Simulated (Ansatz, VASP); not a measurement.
## ClO: VASP beside Ansatz

Contents of INCAR:

```
SYSTEM = ClO
PREC = Accurate
ENCUT = 520
EDIFF = 1E-7
ISMEAR = 0
SIGMA = 0.15
LREAL = .FALSE.
LASPH = .TRUE.
NELM = 150
ALGO = Normal
ISIF = 2
LWAVE = .FALSE.
LCHARG = .TRUE.
ISPIN = 2
MAGMOM = 1.11 2.08
LORBIT = 11
GGA = PS
LELF = .TRUE.
LVHAR = .TRUE.
NBANDS = 18
```

Contents of KPOINTS:

```
Automatic mesh
0
G
  16 16 16
  0 0 0
```

POSCAR

```
ClO
1.0
    3.2329950418      0.0000000000      0.0000000000
    0.0000000000      3.1852167900      0.0000000000
    0.0000000000      0.0000000000      3.1852167900
Cl O
1 1
Direct
    0.0000000000      0.0000000000      0.0000000000
    0.5000000000      0.5000000000      0.5000000000
```

Input for Ansatz:

```yaml
crystal:
  lattice:
    - [3.2329950418, 0.0, 0.0]
    - [0.0, 3.18521679, 0.0]
    - [0.0, 0.0, 3.18521679]
  atoms:
    - { symbol: Cl, position: [0.0, 0.0, 0.0], spin: 1.11 }
    - { symbol: O, position: [0.5, 0.5, 0.5], spin: 2.08 }
basis:
  ecutwfc: 420
kpoints:
  mp_grid: { grid: [16, 16, 16] }
hamiltonian:
  xc: pbesol
scf:
  occupations: { method: gaussian, width: 0.15 }
output:
  forces: true
  stress: true
  eigenvalues: true
  populations: true
magnetization:
  spin_polarized: true
```

Change from the starting cell: strain +0.0150 x Voigt [1, 0, 0, 0, 0, 0], atoms carried along.

Alike in both runs: task single point; functional PBEsol; k mesh 16 × 16 × 16; occupations gaussian, width 0.15 eV; collinear spin.

|  | VASP | Ansatz |
| --- | --- | --- |
| version | VASP 6.6.1 | Ansatz 0.2.0 |
| potentials or method | VASP PAW PBE potentials, release 64 (Cl, O), cutoff 520 eV | scalar-relativistic, plane waves, PAW |
| valence electrons in the cell | 13 | 13 |

|  | VASP | Ansatz | Ansatz less VASP |
| --- | --- | --- | --- |
| gap on the k mesh at the Fermi level (eV) | none | none | - |
| pressure (GPa) | -3.1 | -2.9 | +0.18 |
| traceless stress, the component that is largest in VASP (GPa) | -0.18 | -0.18 | 0.000 |
| net moment per atom (μB) | 1.50 | 1.50 | 0.000 |
| size of the moment on the site where the two differ most (μB) | 1.60 | 1.89 | +0.285 |

VASP's potentials were made for PBE, not for PBEsol. Site moments also hang on the region over which each program counts them. A gap of «none» marks a metal or a gap that the smearing closes.
